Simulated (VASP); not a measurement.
# Tl (P6/mmm) in VASP: single point with PBEsol

Aim: the single point of Tl with PBEsol.

Everything below comes from runs of VASP 6.6.1. Logs are shortened: lines on timing, memory, paths and dates and some standing lists are left out, and cuts for length are marked.

## Step 1: The cell of the first run

It takes space group P6/mmm (No. 191, hexagonal). Conventional cell: a = 4.688 Å, b = 4.688 Å, c = 2.785 Å, α = 90.00°, β = 90.00°, γ = 120.00°. Tl (site symmetry 6/mmm) has 14 Tl at 2.78 to 3.04 Å within 3.7 Å. Tl (site symmetry -6m2) has 11 Tl at 2.71 to 3.04 Å within 3.6 Å.

This isn't the form of Tl at room conditions, which is hcp.

## Step 2: Single point, PBEsol

Contents of INCAR:

```
SYSTEM = Tl
PREC = Accurate
ENCUT = 520
EDIFF = 1E-6
ISMEAR = -1
SIGMA = 0.08
LREAL = .FALSE.
LASPH = .TRUE.
NELM = 60
ALGO = Normal
ISIF = 2
LWAVE = .FALSE.
LCHARG = .FALSE.
GGA = PS
NBANDS = 26
```

Contents of KPOINTS:

```
Automatic mesh
0
G
  8 8 11
  0 0 0
```

Contents of POSCAR:

```
Tl
1.0
    4.6881301893      0.0000000000      0.0000000000
   -2.3440650947      4.0600398402      0.0000000000
    0.0000000000      0.0000000000      2.7849569259
Tl
3
Direct
    0.0000000000      0.0000000000      0.0000000000
    0.3333333333      0.6666666667      0.5000000000
    0.6666666667      0.3333333333      0.5000000000
```

Potentials or basis: VASP PAW PBE potentials, release 64 (Tl_d).

The run is started by

```console
$ cat potpaw_PBE.64/Tl_d/POTCAR > POTCAR
$ mpirun -np 1 vasp_std > vasp.out
```

OUTCAR:

```text
SYSTEM = Tl
   PREC = Accurate
   ENCUT = 520
   EDIFF = 1E-6
   ISMEAR = -1
   LREAL = .FALSE.
   LASPH = .TRUE.
   NELM = 60
   ISIF = 2
   GGA = PS

 ion  position               nearest neighbor table
   1  0.000  0.000  0.000-   2 3.04   3 3.04   2 3.04   3 3.04   3 3.04   3 3.04   2 3.04   2 3.04
                             3 3.04   3 3.04   2 3.04   2 3.04
   2  0.333  0.667  0.500-   3 2.71   3 2.71   3 2.71   1 3.04   1 3.04   1 3.04   1 3.04   1 3.04
                             1 3.04   3 3.88   3 3.88   3 3.88   3 3.88   3 3.88   3 3.88
   3  0.667  0.333  0.500-   2 2.71   2 2.71   2 2.71   1 3.04   1 3.04   1 3.04   1 3.04   1 3.04
                             1 3.04   2 3.88   2 3.88   2 3.88   2 3.88   2 3.88   2 3.88

  LATTYP: Found a hexagonal cell.
 ALAT       =     4.6881301893
 C/A-ratio  =     0.5940442807

  Lattice vectors:

 A1 = (   4.6881301893,   0.0000000000,   0.0000000000)
 A2 = (  -2.3440650947,   4.0600398402,   0.0000000000)
 A3 = (   0.0000000000,   0.0000000000,   2.7849569259)

Analysis of symmetry for initial positions (statically):
=====================================================================
 Subroutine PRICEL returns:
 Original cell was already a primitive cell.

 Routine SETGRP: Setting up the symmetry group for a
 hexagonal supercell.

 Subroutine GETGRP returns: Found 24 space group operations
 (whereof 24 operations were pure point group operations)
 out of a pool of 24 trial point group operations.

The static configuration has the point symmetry D_6h.

Analysis of symmetry for dynamics (positions and initial velocities):
=====================================================================
 Subroutine PRICEL returns:
 Original cell was already a primitive cell.

 Routine SETGRP: Setting up the symmetry group for a
 hexagonal supercell.

 Subroutine GETGRP returns: Found 24 space group operations
 (whereof 24 operations were pure point group operations)
 out of a pool of 24 trial point group operations.

The dynamic configuration has the point symmetry D_6h.

 Subroutine INISYM returns: Found 24 space group operations
 (whereof 24 operations are pure point group operations),
 and found     1 'primitive' translations

----------------------------------------------------------------------------------------

                                     Primitive cell

  volume of cell :      53.0089

  direct lattice vectors                    reciprocal lattice vectors
     4.688130189  0.000000000  0.000000000     0.213304657  0.123151501  0.000000000
    -2.344065095  4.060039840  0.000000000     0.000000000  0.246303002  0.000000000
     0.000000000  0.000000000  2.784956926     0.000000000  0.000000000  0.359071981

  length of vectors
     4.688130189  4.688130189  2.784956926     0.246303002  0.246303002  0.359071981

  position of ions in fractional coordinates (direct lattice)
     0.000000000  0.000000000  0.000000000
     0.333333333  0.666666667  0.500000000
     0.666666667  0.333333333  0.500000000

  ion indices of the primitive-cell ions
   primitive index   ion index
                 1           1
                 2           2
                 3           3

----------------------------------------------------------------------------------------

 KPOINTS: Automatic mesh

Automatic generation of k-mesh.
 Grid dimensions read from file:
 generate k-points for:    8    8   11

 Generating k-lattice:

  Cartesian coordinates                     Fractional coordinates (reciprocal lattice)
     0.026663082  0.015393938  0.000000000     0.125000000  0.000000000  0.000000000
     0.000000000  0.030787875  0.000000000     0.000000000  0.125000000  0.000000000
     0.000000000  0.000000000  0.032642907     0.000000000  0.000000000  0.090909091

  Length of vectors
     0.030787875  0.030787875  0.032642907

  Shift w.r.t. Gamma in fractional coordinates (k-lattice)
     0.000000000  0.000000000  0.000000000

 Subroutine IBZKPT returns following result:
 ===========================================

 Found     60 irreducible k-points:

 Following reciprocal coordinates:
            Coordinates               Weight
  0.000000  0.000000  0.000000      1.000000
  0.125000  0.000000  0.000000      6.000000
  0.250000  0.000000  0.000000      6.000000
  0.375000  0.000000  0.000000      6.000000
  0.500000  0.000000  0.000000      3.000000
  0.125000  0.125000  0.000000      6.000000
[... 16 lines left out ...]
  0.250000  0.000000  0.181818     12.000000
  0.375000  0.000000  0.181818     12.000000
 [... further k-points ...]
   k-points           NKPTS =     60   k-points in BZ     NKDIM =     60   number of bands    NBANDS=     26
   number of dos      NEDOS =    301   number of ions     NIONS =      3
   total plane-waves  NPLWV =  31104
   dimension x,y,z NGX =    36 NGY =   36 NGZ =   24
   dimension x,y,z NGXF=    72 NGYF=   72 NGZF=   48
   ions per type =               3
   NGX,Y,Z   is equivalent  to a cutoff of  12.77, 12.77, 14.33 a.u.
   NGXF,Y,Z  is equivalent  to a cutoff of  25.53, 25.53, 28.65 a.u.
 SYSTEM =  Tl
   PREC   = accura    normal or accurate (medium, high low for compatibility)
   ISTART =      0    job   : 0-new  1-cont  2-samecut
   ICHARG =      2    charge: 1-file 2-atom 10-const
   ISPIN  =      1    spin polarized calculation?
   LNONCOLLINEAR =      F non collinear calculations
   LSORBIT =      F    spin-orbit coupling
   LASPH  =      T    aspherical Exc in radial PAW
   ENCUT  =  520.0 eV  38.22 Ry    6.18 a.u.   8.72  8.72  5.18*2*pi/ulx,y,z
   NELM   =     60;   NELMIN=  2; NELMDL= -5     # of ELM steps
   EDIFF  = 0.1E-05   stopping-criterion for ELM
   LREAL  =      F    real-space projection
   EDIFFG = 0.1E-04   stopping-criterion for IOM
   NSW    =      0    number of steps for IOM
   IBRION =     -1    ionic relax: 0-MD 1-quasi-New 2-CG
   NFREE  =      0    steps in history (QN), initial steepest desc. (CG)
   ISIF   =      2    stress and relaxation
   ISYM   =      2    0-nonsym 1-usesym 2-fastsym
   POTIM  = 0.5000    time-step for ionic-motion
   TEBEG  =    0.0;   TEEND  =   0.0 temperature during run
   PSTRESS=    0.0 pullay stress
   NELECT =      39.0000    total number of electrons
   NUPDOWN=      -1.0000    fix difference up-down
   EMIN   =  10.00;   EMAX   =-10.00  energy-range for DOS
   EFERMI =   0.00;   METHOD = LEGACY
   ISMEAR =    -1;   SIGMA  =   0.08  broadening in eV -4-tet -1-fermi 0-gaus
   EFERMI_NEDOS =   21; number of points for ismear=-14 and -15
   IALGO  =     38    algorithm
   IMIX   =      4    mixing-type and parameters
     AMIX     =   0.40;   BMIX     =  1.00
     AMIX_MAG =   1.60;   BMIX_MAG =  1.00
  volume/ion in A,a.u.               =      17.67       119.24
  Fermi-wavevector in a.u.,A,eV,Ry     =   1.477906  2.792838 29.717939  2.184207
  Thomas-Fermi vector in A             =   2.592253
   LORBIT       =      0    0 simple, 1 ext, 2 COOP (PROOUT), +10 PAW based schemes
   GGA     = PS    functional components
   LHFCALC =     F    Hartree Fock is set to
   AEXX    =    0.0000 exact exchange contribution
   IVDW    =     0    specifies the selected vdW correction
   LEPSILON=     F    determine dielectric tensor
   LRPA    =     F    only Hartree local field effects (RPA)
 non-spin polarized calculation
  energy-cutoff  :      520.00
  volume of cell :       53.01
 maximum number of plane-waves:      1450
 NGX is ok and might be reduce to    36
   NGX = 17   NGY = 17   NGZ = 11

 number of electron      39.0000007 magnetization

 Free energy of the ion-electron system (eV)
  ---------------------------------------------------
  ext. energy  EPLUGINS =         0.00000000
  ---------------------------------------------------
  free energy    TOTEN  =        -3.64768990 eV

  energy without entropy =       -3.61942870  energy(sigma->0) =       -3.63355930

 E-fermi :  13.3977     XC(G=0): -12.9923

 val. band max:       13.3965833034   @ k =   0.2500   0.2500   0.2727
 cond. band min:      13.3981714946   @ k =   0.0000   0.0000   0.2727
 fundamental gap:      0.0015881912
 Fermi energy:        13.3976815688

 k-point     1 :       0.0000    0.0000    0.0000
  band No.  band energies     occupation
      1      -1.5298      2.00000
      2      -1.1260      2.00000
      3      -0.3428      2.00000
      4      -0.2070      2.00000
      5       0.0611      2.00000
      6       0.0611      2.00000
[... 18 lines left out ...]
     25      26.4840      0.00000
     26      26.5742      0.00000

 k-point     2 :       0.1250    0.0000    0.0000
  band No.  band energies     occupation
      1      -1.3826      2.00000
      2      -1.0679      2.00000
      3      -0.3827      2.00000
      4      -0.3119      2.00000
      5      -0.1335      2.00000
      6      -0.1191      2.00000
[... 18 lines left out ...]
     25      25.7930      0.00000
     26      26.1752      0.00000

 k-point     3 :       0.2500    0.0000    0.0000
  band No.  band energies     occupation
      1      -1.1087      2.00000
      2      -0.8348      2.00000
      3      -0.6427      2.00000
      4      -0.4668      2.00000
      5      -0.3341      2.00000
      6      -0.1832      2.00000
[... 18 lines left out ...]
     25      23.9673      0.00000
     26      26.0344      0.00000

 k-point     4 :       0.3750    0.0000    0.0000
  band No.  band energies     occupation
      1      -1.0298      2.00000
      2      -0.8864      2.00000
      3      -0.5863      2.00000
      4      -0.4954      2.00000
      5      -0.4433      2.00000
      6      -0.0001      2.00000
[... 18 lines left out ...]
     25      22.0290      0.00000
     26      25.4365      0.00000
[... 496 lines left out ...]
      1      -0.9648      2.00000
      2      -0.3323      2.00000
      3      -0.2639      2.00000
      4      -0.2606      2.00000
      5       0.0596      2.00000
      6       0.0844      2.00000
[... 18 lines left out ...]
     25      24.3746      0.00000
     26      24.4051      0.00000

 k-point    23 :       0.2500    0.0000    0.1818
  band No.  band energies     occupation
      1      -0.7907      2.00000
      2      -0.5385      2.00000
      3      -0.4011      2.00000
      4      -0.1810      2.00000
      5       0.0932      2.00000
      6       0.1076      2.00000
[... 18 lines left out ...]
     25      23.3401      0.00000
     26      23.7119      0.00000

 k-point    24 :       0.3750    0.0000    0.1818
  band No.  band energies     occupation
      1      -0.8201      2.00000
      2      -0.5135      2.00000
      3      -0.4775      2.00000
      4      -0.1583      2.00000
      5       0.1306      2.00000
      6       0.1866      2.00000
[... 18 lines left out ...]
     25      21.8436      0.00000
     26      22.5107      0.00000

 [... further k-points ...]

------------------------ aborting loop because EDIFF is reached ----------------------------------------

  FORCE on cell =-STRESS in cart. coord.  units (eV):
  Direction    XX          YY          ZZ          XY          YZ          ZX
  --------------------------------------------------------------------------------------
  -------------------------------------------------------------------------------------
  Total       22.1694944     22.1694944     22.1592374     -0.0000000     -0.0000000     -0.0000000
  in kB      670.0665372    670.0665372    669.7565206     -0.0000000     -0.0000000     -0.0000000
  external PRESSURE =     669.9631984 kB  Pullay stress =       0.0000000 kB

 VOLUME and BASIS-vectors are now :
 -----------------------------------------------------------------------------
  energy-cutoff  :      520.00
  volume of cell :       53.01
      direct lattice vectors                 reciprocal lattice vectors
     4.688130189  0.000000000  0.000000000     0.213304657  0.123151501  0.000000000
    -2.344065095  4.060039840  0.000000000     0.000000000  0.246303002  0.000000000
     0.000000000  0.000000000  2.784956926     0.000000000  0.000000000  0.359071981

 POSITION                                       TOTAL-FORCE (eV/Angst)
 -----------------------------------------------------------------------------------
      0.00000      0.00000      0.00000        -0.000000      0.000000      0.000000
     -0.00000      2.70669      1.39248         0.000000      0.000000      0.000000
      2.34407      1.35335      1.39248        -0.000000      0.000000      0.000000
 -----------------------------------------------------------------------------------
    total drift:                                0.000000      0.000000     -0.000000

  FREE ENERGIE OF THE ION-ELECTRON SYSTEM (eV)
  ---------------------------------------------------
  free  energy   TOTEN  =        -3.6476898966 eV

  energy  without entropy=       -3.6194286963  energy(sigma->0) =       -3.63355930
```

Run time: 32 s. Hardware: 1 thread of AMD EPYC 9R45 (Zen 5), shared host; peak memory 0.18 GiB.

What came out:

```yaml
Free_energy: -3.6477 eV
Pressure: 67.0 GPa
Band_gap_on_the_k_mesh: zero (an odd number of electrons rules out a gap without spin polarisation)
```

Caveat: the cell stands under pressure; the PAW data sets were made with another functional, which shifts forces and pressure a little; spin-orbit coupling is left out, which moves the levels of the heavy elements.
